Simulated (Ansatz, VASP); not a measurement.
## In in VASP and in Ansatz

```
In
1.0
     2.95969    0.00000    0.00000
     0.00000    2.95969    0.00000
     0.00000    0.00000    2.95969
In
1
Cartesian
  0.0000 0.0000 0.0000
```

Change from the starting cell: volume scaled by 0.88, PAW files.

Alike in both runs: task single point; functional PBE; k mesh 12 × 12 × 12; occupations fermi-dirac, width 0.05 eV; no spin polarisation.

```csv
,VASP,Ansatz
version,VASP 6.6.1,Ansatz 0.2.0
potentials or method,"VASP PAW PBE potentials, release 64 (In_d)","PAW with Ansatz's default frozen-core files, scalar-relativistic"
plane-wave cutoff (eV),520,420
valence electrons in the cell,13,13
```

|  | VASP | Ansatz | Ansatz less VASP |
| --- | --- | --- | --- |
| pressure (GPa) | 5.7 | 5.7 | +0.01 |
